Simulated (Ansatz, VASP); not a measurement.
# Na: VASP beside Ansatz

File INCAR:

```
PREC = Accurate
ENCUT = 520
EDIFF = 1E-6
ISMEAR = -1
SIGMA = 0.05
LREAL = F
LASPH = T
NELM = 80
ALGO = Fast
ISIF = 2
LWAVE = F
LCHARG = T
GGA = PE
LELF = T
LVHAR = T
NBANDS = 18
```

Contents of KPOINTS:

```
regular mesh
0
Gamma
  8 8 3
```

The input POSCAR:

```
Na
1.0
    3.1966520447     -1.8565520294      0.0000000000
    3.1966520447      1.8565520294      0.0000000000
   -2.1744518352      0.0000000000      9.3648511597
Na
3
Direct
    0.7775850000      0.7775850000      0.3333240000
    0.2224150000      0.2224150000      0.6666760000
    0.0000000000      0.0000000000      0.0000000000
```

The input input.yaml:

```yaml
crystal:
  lattice:
    - [3.1966520447, -1.8565520294, 0.0]
    - [3.1966520447, 1.8565520294, 0.0]
    - [-2.1744518352, 0.0, 9.3648511597]
  atoms:
    - { symbol: Na, position: [0.777585, 0.777585, 0.333324] }
    - { symbol: Na, position: [0.222415, 0.222415, 0.666676] }
    - { symbol: Na, position: [0.0, 0.0, 0.0] }
hamiltonian:
  xc: pbe
  pseudopotentials: { kind: paw }
kpoints:
  mp_grid: { grid: [8, 8, 3] }
scf:
  occupations: { method: fermi_dirac, width: 0.05 }
output:
  forces: true
  stress: true
  eigenvalues: true
  write_density: true
  write_potential: true
  elf: true
  volumetric_format: npy
```

Alike in both runs: task single point; functional PBE; k mesh 8 × 8 × 3; occupations fermi-dirac, width 0.05 eV; no spin polarisation.

```csv
,VASP,Ansatz
version,VASP 6.6.1,Ansatz 0.2.0
potentials or method,"VASP PAW PBE potentials, release 64 (Na_pv)",Ansatz PAW
plane-wave cutoff (eV),520,420
valence electrons in the cell,21,27
```

|  | VASP | Ansatz | Ansatz less VASP |
| --- | --- | --- | --- |
| gap on the k mesh at the Fermi level (eV) | none | none | - |
| pressure (GPa) | 0.0 | 0.0 | 0.00 |
| traceless stress, the component that is largest in VASP (GPa) | -0.37 | -0.37 | +0.001 |

A gap of «none» marks a metal or a gap that the smearing closes. VASP's potentials hold 21 valence electrons a cell and Ansatz's 27, so a difference there can come from the potentials and not from the codes.
